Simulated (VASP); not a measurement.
Set up this calculation in VASP 6.6.1, as the native input.

| Item | Value |
| --- | --- |
| Task | single point |
| Functional | r2SCAN |
| Potentials or basis | VASP PAW PBE potentials, release 64 (Ca_sv) |
| Cutoff | 550 eV |
| k mesh | 11 × 11 × 11 |
| Occupations | fermi-dirac, width 0.05 eV |
| Spin | no spin polarisation |
| Dipole correction | no |
| Further INCAR settings | ALGO = Normal; EDIFF = 1e-06; NBANDS = 11 |

Crystal: Ca.

```xyz
1
Lattice="0.0000 2.7942 2.7942 2.7942 0.0000 2.7942 2.7942 2.7942 0.0000" Properties=species:S:1:pos:R:3 pbc="T T T"
Ca    0.0000    0.0000    0.0000
```

The input as run:

POSCAR

```
Ca
1.0
    0.0000000000      2.7942000000      2.7942000000
    2.7942000000      0.0000000000      2.7942000000
    2.7942000000      2.7942000000      0.0000000000
Ca
1
Direct
    0.0000000000      0.0000000000      0.0000000000
```

INCAR.step1

```
PREC = Accurate ; ENCUT = 550
ISMEAR = -1 ; SIGMA = 0.05
LREAL = F ; LASPH = T
NELM = 120 ; NBANDS = 11
GGA = PE ; ALGO = Normal
EDIFF = 1E-5 ; LWAVE = T
LCHARG = F ; GGA_COMPAT = F
```

INCAR.step2

```
PREC = Accurate ; ENCUT = 550
EDIFF = 1E-6 ; ISMEAR = -1
SIGMA = 0.05 ; LREAL = F
LASPH = T ; NELM = 120
ALGO = Normal ; ISIF = 2
LWAVE = F ; LCHARG = F
METAGGA = R2SCAN ; LMIXTAU = T
NBANDS = 11 ; ISTART = 1
GGA_COMPAT = F
```

KPOINTS

```
regular mesh
0
Gamma
  11 11 11
```

Potentials or basis: VASP PAW PBE potentials, release 64 (Ca_sv).

Launch:

```sh
$ cat potpaw_PBE.64/Ca_sv/POTCAR > POTCAR
$ cp INCAR.step1 INCAR
$ mpirun -np 1 vasp_std > vasp.out
$ cp INCAR.step2 INCAR
$ mpirun -np 1 vasp_std > vasp.out
```

It gave:

- Pressure: -0.1 GPa
- Band gap on the k mesh: zero (bands 5 and 6 overlap by 0.44 eV)

Caveat: the PAW data sets were made with another functional, which shifts forces and pressure a little.

It took 2.6 min on 1 thread of AMD EPYC 7R43 64-Core Processor (Zen 3), on a shared host, peak memory 0.15 GiB.
